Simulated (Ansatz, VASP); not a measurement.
# Two plane-wave programs on Sb

POSCAR

```
Sb
1.0
    2.2127632967      1.2775394850      3.8926764054
   -2.2127632967      1.2775394850      3.8926764054
    0.0000000000     -2.5550789700      3.8926764054
Sb
2
Direct
    0.2682562500      0.2682562500      0.2682562500
    0.7317437500      0.7317437500      0.7317437500
```

Contents of INCAR.step1:

```
SYSTEM = Sb
ALGO = Normal
EDIFF = 1E-4
ENCUT = 520
GGA = PE
ISMEAR = -1
LASPH = .TRUE.
LCHARG = .FALSE.
LREAL = .FALSE.
LWAVE = .TRUE.
NBANDS = 12
NELM = 100
PREC = Accurate
SIGMA = 0.05
```

Contents of INCAR.step2:

```
SYSTEM = Sb
ALGO = Normal
EDIFF = 1E-8
ENCUT = 520
ISIF = 2
ISMEAR = -1
ISTART = 1
LASPH = .TRUE.
LCHARG = .FALSE.
LEFG = .TRUE.
LMIXTAU = .TRUE.
LREAL = .FALSE.
LWAVE = .FALSE.
METAGGA = R2SCAN
NBANDS = 12
NELM = 100
PREC = Accurate
SIGMA = 0.05
```

The input KPOINTS:

```
k-points
0
G
  11 11 11
  0 0 0
```

Input for Ansatz:

```yaml
crystal:
  lattice:
    - [2.2127632967, 1.277539485, 3.8926764054]
    - [-2.2127632967, 1.277539485, 3.8926764054]
    - [0.0, -2.55507897, 3.8926764054]
  atoms:
    - { symbol: Sb, position: [0.26825625, 0.26825625, 0.26825625] }
    - { symbol: Sb, position: [0.73174375, 0.73174375, 0.73174375] }
kpoints:
  mp_grid: { grid: [11, 11, 11] }
scf:
  occupations: { method: fermi_dirac, width: 0.05 }
hamiltonian:
  xc: r2scan
  pseudopotentials: { kind: paw }
output:
  forces: true
  stress: true
  eigenvalues: true
  efg: { contact_densities: true }
```

Change from the starting cell: volume scaled by 1.05, PAW files.

Alike in both runs: task electric field gradients; functional r2SCAN; k mesh 11 × 11 × 11; occupations fermi-dirac, width 0.05 eV; no spin polarisation.

```csv
,VASP,Ansatz
version,VASP 6.6.1,Ansatz 0.2.0
potentials or method,"VASP PAW PBE potentials, release 64 (Sb)","PAW with Ansatz's default frozen-core files, scalar-relativistic"
plane-wave cutoff (eV),520,500
valence electrons in the cell,10,30
```

|  | VASP | Ansatz | Ansatz less VASP |
| --- | --- | --- | --- |
| pressure (GPa) | -2.3 | -2.4 | -0.06 |
| traceless stress, the component that is largest in VASP (GPa) | 0.63 | 0.66 | +0.027 |
| rms of the force components (eV/Å) | 0.116 | 0.140 | +0.0242 |
| size of Vzz on the site where it differs most (V/Å²) | 66.2 | 69.0 | +2.79 |

VASP's potentials were made for PBE, not for r2SCAN. Atom by atom the forces differ by 0.024 eV/Å (rms over components). VASP's potentials hold 10 valence electrons a cell and Ansatz's 30, so a difference there can come from the potentials and not from the codes.

Spin-orbit coupling is off throughout.
